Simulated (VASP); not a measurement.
# TaN (I4/mmm) in VASP: further runs

TaN is run at these levels: PBE; tasks: single point.

All numbers are computed with VASP 6.6.1; they aren't measurements. Logs are shortened: lines on timing, memory, paths and dates and some standing lists are left out, and cuts for length are marked.

**1. The cell of the first run**

Symmetry: I4/mmm, No. 139, tetragonal system. The conventional cell has a = 3.082 Å, b = 3.082 Å, c = 4.271 Å, α = 90.00°, β = 90.00°, γ = 90.00°. Ta (site symmetry 4/mmm) has 6 N at 2.14 to 2.18 Å within 2.8 Å. Within 2.8 Å of N (site symmetry 4/mmm) lie 6 Ta at 2.14 to 2.18 Å.

**2. Single point, PBE (strain -0.0200 x Voigt [0, 1, 0, 0, 0, 0])**

Input file INCAR:

```
  ALGO = Normal
  EDIFF = 1E-6
  ENCUT = 520
  GGA = PE
  ISIF = 2
  ISMEAR = 0
  LASPH = True
  LCHARG = True
  LELF = True
  LREAL = False
  LVHAR = True
  LWAVE = False
  NBANDS = 15
  NELM = 80
  PREC = Accurate
  SIGMA = 0.15
```

Input file KPOINTS:

```
k-points
0
Gamma
  18 18 18
```

Input file POSCAR:

```
TaN
1.0
    0.0000000000      2.1354200000      2.1790000000
    2.1790000000      0.0000000000      2.1790000000
    2.1790000000      2.1354200000      0.0000000000
Ta N
1 1
Direct
    0.5000000000      0.5000000000      0.5000000000
    0.0000000000      0.0000000000      0.0000000000
```

Potentials or basis: VASP PAW PBE potentials, release 64 (Ta_pv, N).

Run with:

```
cat potpaw_PBE.64/Ta_pv/POTCAR potpaw_PBE.64/N/POTCAR > POTCAR
mpirun -np 1 vasp_std > vasp.out
```

OUTCAR:

```text
EDIFF = 1E-6
   ENCUT = 520
   GGA = PE
   ISIF = 2
   ISMEAR = 0
   LASPH = True
   LREAL = False
   NELM = 80
   PREC = Accurate

 ion  position               nearest neighbor table
   1  0.500  0.500  0.500-   2 2.14   2 2.14   2 2.18   2 2.18   2 2.18   2 2.18
   2  0.000  0.000  0.000-   1 2.14   1 2.14   1 2.18   1 2.18   1 2.18   1 2.18

  LATTYP: Found a body centered tetragonal cell.
 ALAT       =     3.0815713524
 C/A-ratio  =     1.3859292911

  Lattice vectors:

 A1 = (   0.0000000000,  -2.1354200000,   2.1790000000)
 A2 = (   0.0000000000,  -2.1354200000,  -2.1790000000)
 A3 = (   2.1790000000,   2.1354200000,   0.0000000000)

Analysis of symmetry for initial positions (statically):
=====================================================================
 Subroutine PRICEL returns:
 Original cell was already a primitive cell.

 Routine SETGRP: Setting up the symmetry group for a
 body centered tetragonal supercell.

 Subroutine GETGRP returns: Found 16 space group operations
 (whereof 16 operations were pure point group operations)
 out of a pool of 16 trial point group operations.

The static configuration has the point symmetry D_4h.

Analysis of symmetry for dynamics (positions and initial velocities):
=====================================================================
 Subroutine PRICEL returns:
 Original cell was already a primitive cell.

 Routine SETGRP: Setting up the symmetry group for a
 body centered tetragonal supercell.

 Subroutine GETGRP returns: Found 16 space group operations
 (whereof 16 operations were pure point group operations)
 out of a pool of 16 trial point group operations.

The dynamic configuration has the point symmetry D_4h.

 Subroutine INISYM returns: Found 16 space group operations
 (whereof 16 operations are pure point group operations),
 and found     1 'primitive' translations

----------------------------------------------------------------------------------------

                                     Primitive cell

  volume of cell :      20.2781

  direct lattice vectors                    reciprocal lattice vectors
     0.000000000  2.135420000  2.179000000    -0.229463056  0.234145976  0.229463056
     2.179000000  0.000000000  2.179000000     0.229463056 -0.234145976  0.229463056
     2.179000000  2.135420000  0.000000000     0.229463056  0.234145976 -0.229463056

  length of vectors
     3.050911270  3.081571352  3.050911270     0.400163625  0.400163625  0.400163625

  position of ions in fractional coordinates (direct lattice)
     0.500000000  0.500000000  0.500000000
     0.000000000  0.000000000  0.000000000

  ion indices of the primitive-cell ions
   primitive index   ion index
                 1           1
                 2           2

----------------------------------------------------------------------------------------

 KPOINTS: k-points

Automatic generation of k-mesh.
 Grid dimensions read from file:
 generate k-points for:   18   18   18

 Generating k-lattice:

  Cartesian coordinates                     Fractional coordinates (reciprocal lattice)
    -0.012747948  0.013008110  0.012747948     0.055555556  0.000000000  0.000000000
     0.012747948 -0.013008110  0.012747948     0.000000000  0.055555556  0.000000000
     0.012747948  0.013008110 -0.012747948     0.000000000  0.000000000  0.055555556

  Length of vectors
     0.022231312  0.022231312  0.022231312

  Shift w.r.t. Gamma in fractional coordinates (k-lattice)
     0.000000000  0.000000000  0.000000000

 Subroutine IBZKPT returns following result:
 ===========================================

 Found    480 irreducible k-points:

 Following reciprocal coordinates:
            Coordinates               Weight
  0.000000  0.000000  0.000000      1.000000
  0.055556  0.000000 -0.000000      8.000000
  0.111111  0.000000 -0.000000      8.000000
  0.166667  0.000000 -0.000000      8.000000
  0.222222  0.000000 -0.000000      8.000000
  0.277778  0.000000 -0.000000      8.000000
[... 16 lines left out ...]
 -0.277778  0.055556  0.000000     16.000000
 -0.222222  0.055556  0.000000     16.000000
 [... further k-points ...]
   k-points           NKPTS =    480   k-points in BZ     NKDIM =    480   number of bands    NBANDS=     15
   number of dos      NEDOS =    301   number of ions     NIONS =      2
   total plane-waves  NPLWV =  13824
   dimension x,y,z NGX =    24 NGY =   24 NGZ =   24
   dimension x,y,z NGXF=    48 NGYF=   48 NGZF=   48
   ions per type =               1   1
   NGX,Y,Z   is equivalent  to a cutoff of  13.08, 12.95, 13.08 a.u.
   NGXF,Y,Z  is equivalent  to a cutoff of  26.16, 25.90, 26.16 a.u.
 SYSTEM =  unknown system
   PREC   = accura    normal or accurate (medium, high low for compatibility)
   ISTART =      0    job   : 0-new  1-cont  2-samecut
   ICHARG =      2    charge: 1-file 2-atom 10-const
   ISPIN  =      1    spin polarized calculation?
   LNONCOLLINEAR =      F non collinear calculations
   LSORBIT =      F    spin-orbit coupling
   LASPH  =      T    aspherical Exc in radial PAW
   ENCUT  =  520.0 eV  38.22 Ry    6.18 a.u.   5.67  5.73  5.67*2*pi/ulx,y,z
   NELM   =     80;   NELMIN=  2; NELMDL= -5     # of ELM steps
   EDIFF  = 0.1E-05   stopping-criterion for ELM
   LREAL  =      F    real-space projection
   EDIFFG = 0.1E-04   stopping-criterion for IOM
   NSW    =      0    number of steps for IOM
   IBRION =     -1    ionic relax: 0-MD 1-quasi-New 2-CG
   NFREE  =      0    steps in history (QN), initial steepest desc. (CG)
   ISIF   =      2    stress and relaxation
   ISYM   =      2    0-nonsym 1-usesym 2-fastsym
   POTIM  = 0.5000    time-step for ionic-motion
   TEBEG  =    0.0;   TEEND  =   0.0 temperature during run
   PSTRESS=    0.0 pullay stress
   NELECT =      16.0000    total number of electrons
   NUPDOWN=      -1.0000    fix difference up-down
   EMIN   =  10.00;   EMAX   =-10.00  energy-range for DOS
   EFERMI =   0.00;   METHOD = LEGACY
   ISMEAR =     0;   SIGMA  =   0.15  broadening in eV -4-tet -1-fermi 0-gaus
   EFERMI_NEDOS =   21; number of points for ismear=-14 and -15
   IALGO  =     38    algorithm
   IMIX   =      4    mixing-type and parameters
     AMIX     =   0.40;   BMIX     =  1.00
     AMIX_MAG =   1.60;   BMIX_MAG =  1.00
  volume/ion in A,a.u.               =      10.14        68.42
  Fermi-wavevector in a.u.,A,eV,Ry     =   1.512768  2.858716 31.136471  2.288466
  Thomas-Fermi vector in A             =   2.622648
   LORBIT       =      0    0 simple, 1 ext, 2 COOP (PROOUT), +10 PAW based schemes
   GGA     = PE    functional components
   LHFCALC =     F    Hartree Fock is set to
   AEXX    =    0.0000 exact exchange contribution
   IVDW    =     0    specifies the selected vdW correction
   LEPSILON=     F    determine dielectric tensor
   LRPA    =     F    only Hartree local field effects (RPA)
 non-spin polarized calculation
 Gauss-broadening in eV      SIGMA  =   0.15
  energy-cutoff  :      520.00
  volume of cell :       20.28
 maximum number of plane-waves:       560
   NGX = 11   NGY = 11   NGZ = 11

 number of electron      15.9999998 magnetization

 Free energy of the ion-electron system (eV)
  ---------------------------------------------------
  ext. energy  EPLUGINS =         0.00000000
  ---------------------------------------------------
  free energy    TOTEN  =       -21.72511711 eV

  energy without entropy =      -21.71625059  energy(sigma->0) =      -21.72068385

 E-fermi :  10.1076     XC(G=0): -13.7020

 val. band max:       10.1030879605   @ k =  -0.2778   0.0000   0.1667
 cond. band min:      10.1083041899   @ k =   0.2778  -0.3889   0.1667
 fundamental gap:      0.0052162294
 Fermi energy:        10.1075830216

 k-point     1 :       0.0000    0.0000    0.0000
  band No.  band energies     occupation
      1     -25.5911      2.00000
      2     -25.5911      2.00000
      3     -25.5815      2.00000
      4      -9.1681      2.00000
      5       6.0913      2.00000
      6       6.0913      2.00000
      7       6.2031      2.00000
      8       7.7711      2.00000
      9       7.7711      2.00000
     10       8.0245      2.00000
     11      10.0186      1.59868
     12      10.2267      0.26153
     13      12.1370      0.00000
     14      19.5223      0.00000
     15      22.5705      0.00000

 k-point     2 :       0.0556    0.0000   -0.0000
  band No.  band energies     occupation
      1     -25.6221      2.00000
      2     -25.5945      2.00000
      3     -25.5868      2.00000
      4      -9.0851      2.00000
      5       5.6830      2.00000
      6       5.7920      2.00000
      7       5.8871      2.00000
      8       7.9172      2.00000
      9       7.9613      2.00000
     10       8.1669      2.00000
     11      10.3496      0.02250
     12      10.5646      0.00002
     13      12.3683      0.00000
     14      19.7719      0.00000
     15      22.5704      0.00000

 k-point     3 :       0.1111    0.0000   -0.0000
  band No.  band energies     occupation
      1     -25.7176      2.00000
      2     -25.6043      2.00000
      3     -25.5943      2.00000
      4      -8.8437      2.00000
      5       4.7811      2.00000
      6       5.1516      2.00000
      7       5.2391      2.00000
      8       8.2536      2.00000
      9       8.3042      2.00000
     10       8.4564      2.00000
     11      11.1795      0.00000
     12      11.4083      0.00000
     13      12.9824      0.00000
     14      20.4771      0.00000
     15      22.5702      0.00000
[... 343 lines left out ...]
 k-point    23 :      -0.2778    0.0556    0.0000
  band No.  band energies     occupation
      1     -26.2649      2.00000
      2     -25.6937      2.00000
      3     -25.6294      2.00000
      4      -7.2165      2.00000
      5       1.3017      2.00000
      6       2.9104      2.00000
      7       3.2454      2.00000
      8       9.5856      2.00000
      9       9.9563      1.84627
     10      10.9717      0.00000
     11      14.0595      0.00000
     12      15.5630      0.00000
     13      16.3075      0.00000
     14      22.5462      0.00000
     15      23.0174      0.00000

 k-point    24 :      -0.2222    0.0556    0.0000
  band No.  band energies     occupation
      1     -26.0969      2.00000
      2     -25.6744      2.00000
      3     -25.6140      2.00000
      4      -7.7552      2.00000
      5       2.2219      2.00000
      6       3.4038      2.00000
      7       3.8002      2.00000
      8       9.1190      2.00000
      9       9.2829      2.00000
     10      10.2370      0.22247
     11      12.9470      0.00000
     12      14.6255      0.00000
     13      15.4484      0.00000
     14      22.5616      0.00000
     15      22.9115      0.00000

 [... further k-points ...]

------------------------ aborting loop because EDIFF is reached ----------------------------------------

  FORCE on cell =-STRESS in cart. coord.  units (eV):
  Direction    XX          YY          ZZ          XY          YZ          ZX
  --------------------------------------------------------------------------------------
  -------------------------------------------------------------------------------------
  Total        2.4038959      4.4171986      2.4038959      0.0000000     -0.0000000      0.0000000
  in kB      189.9321443    349.0034736    189.9321443      0.0000000     -0.0000000      0.0000000
  external PRESSURE =     242.9559207 kB  Pullay stress =       0.0000000 kB

 VOLUME and BASIS-vectors are now :
 -----------------------------------------------------------------------------
  energy-cutoff  :      520.00
  volume of cell :       20.28
      direct lattice vectors                 reciprocal lattice vectors
     0.000000000  2.135420000  2.179000000    -0.229463056  0.234145976  0.229463056
     2.179000000  0.000000000  2.179000000     0.229463056 -0.234145976  0.229463056
     2.179000000  2.135420000  0.000000000     0.229463056  0.234145976 -0.229463056

 POSITION                                       TOTAL-FORCE (eV/Angst)
 -----------------------------------------------------------------------------------
      2.17900      2.13542      2.17900         0.000000      0.000000     -0.000000
      0.00000      0.00000      0.00000         0.000000     -0.000000      0.000000
 -----------------------------------------------------------------------------------
    total drift:                                0.000000     -0.000000     -0.000000

  FREE ENERGIE OF THE ION-ELECTRON SYSTEM (eV)
  ---------------------------------------------------
  free  energy   TOTEN  =       -21.7251171083 eV

  energy  without entropy=      -21.7162505905  energy(sigma->0) =      -21.72068385
```

It took 82 s on 1 thread of AMD EPYC 9R45 (Zen 5), shared host; peak memory 0.23 GiB.

Results:

| Quantity | Value |
| --- | --- |
| Free energy | -21.7251 eV |
| Pressure | 24.3 GPa |
| Band gap on the k mesh | zero (bands 8 and 9 overlap by 4.28 eV) |

Caveat: the cell differs from its parent crystal (strain -0.0200 x Voigt [0, 1, 0, 0, 0, 0]); the cell stands under pressure; spin-orbit coupling is left out, which moves the levels of the heavy elements.

**3. Single point, PBE (strain -0.0100 x Voigt [0, 1, 0, 0, 0, 0])**

Input file INCAR:

```
SYSTEM = TaN
  ALGO = Normal
  EDIFF = 1E-7
  ENCUT = 520
  GGA = PE
  ISIF = 2
  ISMEAR = 0
  LASPH = .TRUE.
  LCHARG = .FALSE.
  LREAL = .FALSE.
  LWAVE = .FALSE.
  NBANDS = 15
  NELM = 100
  PREC = Accurate
  SIGMA = 0.15
```

Input file KPOINTS:

```
k-points
0
G
  18 18 18
  0 0 0
```

Input file POSCAR:

```
TaN
1.0
    0.0000000000      2.1572100000      2.1790000000
    2.1790000000      0.0000000000      2.1790000000
    2.1790000000      2.1572100000      0.0000000000
Ta N
1 1
Direct
    0.5000000000      0.5000000000      0.5000000000
    0.0000000000      0.0000000000      0.0000000000
```

Potentials or basis: VASP PAW PBE potentials, release 64 (Ta_pv, N).

Run with:

```
cat potpaw_PBE.64/Ta_pv/POTCAR potpaw_PBE.64/N/POTCAR > POTCAR
mpirun -np 1 vasp_std > vasp.out
```

OUTCAR:

```text
SYSTEM = TaN
   EDIFF = 1E-7
   ENCUT = 520
   GGA = PE
   ISIF = 2
   ISMEAR = 0
   LASPH = .TRUE.
   LREAL = .FALSE.
   NELM = 100
   PREC = Accurate

 ion  position               nearest neighbor table
   1  0.500  0.500  0.500-   2 2.16   2 2.16   2 2.18   2 2.18   2 2.18   2 2.18
   2  0.000  0.000  0.000-   1 2.16   1 2.16   1 2.18   1 2.18   1 2.18   1 2.18

  LATTYP: Found a body centered tetragonal cell.
 ALAT       =     3.0815713524
 C/A-ratio  =     1.4000714267

  Lattice vectors:

[... 619 lines left out ...]
------------------------ aborting loop because EDIFF is reached ----------------------------------------

  FORCE on cell =-STRESS in cart. coord.  units (eV):
  Direction    XX          YY          ZZ          XY          YZ          ZX
  --------------------------------------------------------------------------------------
  -------------------------------------------------------------------------------------
  Total        2.2044091      3.1516759      2.2044091      0.0000000      0.0000000      0.0000000
  in kB      172.4113642    246.4990518    172.4113642      0.0000000      0.0000000      0.0000000
  external PRESSURE =     197.1072601 kB  Pullay stress =       0.0000000 kB

 VOLUME and BASIS-vectors are now :
 -----------------------------------------------------------------------------
  energy-cutoff  :      520.00
  volume of cell :       20.49
      direct lattice vectors                 reciprocal lattice vectors
     0.000000000  2.157210000  2.179000000    -0.229463056  0.231780865  0.229463056
     2.179000000  0.000000000  2.179000000     0.229463056 -0.231780865  0.229463056
     2.179000000  2.157210000  0.000000000     0.229463056  0.231780865 -0.229463056

 POSITION                                       TOTAL-FORCE (eV/Angst)
 -----------------------------------------------------------------------------------
      2.17900      2.15721      2.17900         0.000000     -0.000000     -0.000000
      0.00000      0.00000      0.00000         0.000000      0.000000      0.000000
 -----------------------------------------------------------------------------------
    total drift:                                0.000000     -0.000000     -0.000000

  FREE ENERGIE OF THE ION-ELECTRON SYSTEM (eV)
  ---------------------------------------------------
  free  energy   TOTEN  =       -21.7636162713 eV

  energy  without entropy=      -21.7543807981  energy(sigma->0) =      -21.75899853
```

stdout:

```text
POSCAR found type information on POSCAR TaN
 POSCAR found :  2 types and       2 ions
 scaLAPACK will be used
 LDA part: xc-table for (Slater+PW92), standard interpolation
 POSCAR, INCAR and KPOINTS ok, starting setup
 FFT: planning ... GRIDC
 FFT: planning ... GRID_SOFT
 FFT: planning ... GRID
 WAVECAR not read
 entering main loop
```

It took 90 s on 1 thread of AMD EPYC 9R45 (Zen 5), shared host; peak memory 0.24 GiB.

Results:

- Free energy: -21.7636 eV
- Pressure: 19.7 GPa
- Band gap on the k mesh: zero (bands 8 and 9 overlap by 4.23 eV)

Stress tensor (GPa, compression positive):
```
17.24  0.00  0.00
 0.00 24.65  0.00
 0.00  0.00 17.24
```

Levels at points of the mesh, in eV from the Fermi level:
```tsv
k point	band 4	band 5	band 6	band 7	band 8	band 9	band 10	band 11	band 12	band 13
(0.00, 0.00, 0.00)	-19.19	-3.97	-3.97	-3.91	-2.27	-2.27	-2.14	-0.01	0.11	1.86
(0.50, 0.00, 0.00)	-15.94	-10.70	-7.87	-7.87	1.96	2.05	2.11	3.93	7.79	8.05
(0.50, 0.50, 0.00)	-17.93	-6.77	-5.74	-4.75	-4.70	2.22	3.68	3.82	4.92	7.22
(0.50, 0.00, 0.50)	-17.92	-6.66	-5.76	-4.78	-4.78	2.23	3.75	3.75	4.95	7.29
```

Caveat: the cell differs from its parent crystal (strain -0.0100 x Voigt [0, 1, 0, 0, 0, 0]); the cell stands under pressure; spin-orbit coupling is left out, which moves the levels of the heavy elements.

**4. Single point, PBE (strain -0.0150 x Voigt [0, 1, 0, 0, 0, 0])**

Input file INCAR:

```
SYSTEM = TaN
ALGO = Normal
EDIFF = 1E-6
ENCUT = 520
GGA = PE
ISIF = 2
ISMEAR = 0
LASPH = .True.
LCHARG = .False.
LREAL = .False.
LWAVE = .False.
NBANDS = 15
NELM = 80
PREC = Accurate
SIGMA = 0.15
```

Input file KPOINTS:

```
k-points
0
Gamma
  18 18 18
  0 0 0
```

Input file POSCAR:

```
TaN
1.0
    0.0000000000      2.1463150000      2.1790000000
    2.1790000000      0.0000000000      2.1790000000
    2.1790000000      2.1463150000      0.0000000000
Ta N
1 1
Direct
    0.5000000000      0.5000000000      0.5000000000
    0.0000000000      0.0000000000      0.0000000000
```

Run with:

```
cat potpaw_PBE.64/Ta_pv/POTCAR potpaw_PBE.64/N/POTCAR > POTCAR
mpirun -np 1 vasp_std > vasp.out
```

Wall time 81 s (1 thread of AMD EPYC 9R45 (Zen 5), shared host); peak memory 0.23 GiB.

Results (log left out):

```yaml
Free_energy: -21.7460 eV
Pressure: 21.9 GPa
Band_gap_on_the_k_mesh: zero (bands 8 and 9 overlap by 4.25 eV)
```

Stress tensor (GPa, compression positive):
```
18.10  0.00  0.00
 0.00 29.61  0.00
 0.00  0.00 18.10
```

Levels at points of the mesh, in eV from the Fermi level:
| k point | band 5 | band 6 | band 7 | band 8 | band 9 | band 10 | band 11 | band 12 |
| --- | --- | --- | --- | --- | --- | --- | --- | --- |
| (0.00, 0.00, 0.00) | -3.99 | -3.99 | -3.91 | -2.30 | -2.30 | -2.11 | -0.05 | 0.12 |
| (0.50, 0.00, 0.00) | -10.75 | -7.92 | -7.91 | 1.95 | 2.09 | 2.14 | 3.95 | 7.78 |
| (0.50, 0.50, 0.00) | -6.80 | -5.77 | -4.76 | -4.69 | 2.22 | 3.67 | 3.88 | 4.98 |
| (0.50, 0.00, 0.50) | -6.62 | -5.80 | -4.81 | -4.81 | 2.26 | 3.78 | 3.78 | 5.01 |

Caveat: the cell differs from its parent crystal (strain -0.0150 x Voigt [0, 1, 0, 0, 0, 0]); the cell stands under pressure; spin-orbit coupling is left out, which moves the levels of the heavy elements.

(Part 1 of 2 ends here.)
